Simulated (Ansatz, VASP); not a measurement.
# Al7FeN8 in VASP and in Ansatz

```
Fe Al N
1.0
     0.00000    0.00000    5.01804
     6.26042    0.00000    0.00000
    -3.13021    5.42168    0.00000
Fe Al N
1 7 8
Direct
  0.50040 0.33427 0.16536
  0.49955 0.33559 0.66604
  0.49951 0.83373 0.16418
  0.49954 0.83372 0.66597
  0.99851 0.16666 0.33311
  0.99849 0.16664 0.82999
  0.99843 0.66965 0.33302
  0.99871 0.66773 0.83203
  0.89267 0.33429 0.16537
  0.87963 0.33499 0.66571
  0.87961 0.83404 0.16477
  0.87961 0.83403 0.66562
  0.37740 0.16290 0.33687
  0.37742 0.16290 0.82252
  0.37739 0.67715 0.33677
  0.37976 0.66771 0.83207
```

Alike in both runs: functional PBE; k mesh 2 × 2 × 2; occupations gaussian, width 0.01 eV; collinear spin.

Ansatz relaxed the structure, and its values are those at the end. VASP's run is a single point on that final structure, the one shown.

```csv
,VASP,Ansatz
version,VASP 6.6.1,Ansatz 0.2.0
potentials or method,"VASP PAW PBE potentials, release 64 (Fe, Al, N), cutoff 520 eV","scalar-relativistic, plane waves, PAW"
valence electrons in the cell,69,77
```

Ansatz gave:

```
gap on the k mesh at the Fermi level (eV)                     : 0.91
least direct gap on the mesh (eV)                             : 0.96
rms of the force components (eV/Å)                            : 0.004
net moment per atom (μB)                                      : 0.31
size of the moment on the site where the two differ most (μB) : 3.43
```

Q: What did VASP give for the same quantities?

A: gap on the k mesh at the Fermi level (eV): 0.86; least direct gap on the mesh (eV): 0.91; rms of the force components (eV/Å): 0.014; net moment per atom (μB): 0.31; size of the moment on the site where the two differ most (μB): 3.75.

Site moments also hang on the region over which each program counts them. With one functional, cell and mesh, what is left measures potentials, basis and numerics. VASP's potentials hold 69 valence electrons a cell and Ansatz's 77, so a difference there can come from the potentials and not from the codes.

The k mesh is coarse, so the values compare programs but aren't converged.
